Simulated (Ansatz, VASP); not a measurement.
Ag in VASP and in Ansatz

INCAR

```
ALGO     = Normal         # electronic algorithm
EDIFF    = 1E-7           # SCF threshold, eV
EDIFFG   = -0.01          # ionic threshold
ENCUT    = 500            # plane-wave cutoff, eV
GGA      = RP             # functional
GGA_COMPAT= F            
IBRION   = 2              # ionic algorithm
ISIF     = 3              # what is computed and relaxed
ISMEAR   = -1             # smearing method
LASPH    = T              # aspherical terms in the spheres
LCHARG   = F              # write CHGCAR
LREAL    = F              # projectors in reciprocal space
LWAVE    = F              # write WAVECAR
NELM     = 120            # most SCF steps
NELMIN   = 4            
NSW      = 80             # ionic steps
PREC     = Accurate       # precision mode
SIGMA    = 0.1            # smearing width, eV
```

KPOINTS

```
k-points
0
Gamma
  12 12 12
```

The input POSCAR:

```
Ag
1.0
    2.6410353091      0.0000000000      0.0000000000
    0.0000000000      2.6410353091      0.0000000000
    0.0000000000      0.0000000000      2.6410353091
Ag
1
Direct
    0.0000000000      0.0000000000      0.0000000000
```

Input for Ansatz:

```yaml
crystal:
  lattice:
    - [2.6410353091, 0.0, 0.0]
    - [0.0, 2.6410353091, 0.0]
    - [0.0, 0.0, 2.6410353091]
  atoms:
    - { symbol: Ag, position: [0.0, 0.0, 0.0] }
hamiltonian:
  xc: rpbe
  pseudopotentials:
    kind: paw
    azcp:
      Ag: "pseudopotentials/Ag.paw.azcp"
basis:
  ecutwfc: 420
  fft_grid_basis: typed
kpoints:
  mp_grid: { grid: [12, 12, 12], shift: [0, 0, 0] }
magnetization:
  spin_polarized: false
scf:
  occupations: { method: fermi_dirac, width: 0.1 }
relax:
  max_steps: 60
  f_tol: 0.01
  cell: {}
output:
  write_density: true
  write_potential: true
  elf: true
  volumetric_format: npy
```

Alike in both runs: task relaxation of cell and atoms; functional RPBE; k mesh 12 × 12 × 12; occupations fermi-dirac, width 0.1 eV; no spin polarisation.

|  | VASP | Ansatz |
| --- | --- | --- |
| version | VASP 6.6.1 | Ansatz 0.2.0 |
| potentials or method | VASP PAW PBE potentials, release 64 (Ag), cutoff 500 eV | plane waves (420 eV) with PAW, scalar-relativistic |
| valence electrons in the cell | 11 | 19 |

```csv
,VASP,Ansatz,Ansatz less VASP
relaxed volume (Å³/atom),21.96,21.96,-0.002
relaxed cell length with the largest relative difference (Å),2.800,2.800,-0.0001
```

VASP's potentials were made for PBE, not for RPBE. VASP's potentials hold 11 valence electrons a cell and Ansatz's 19, so a difference there can come from the potentials and not from the codes.

Noted on VASP's run: the volume moved by over 15 % at a fixed basis, so the end points are rough.
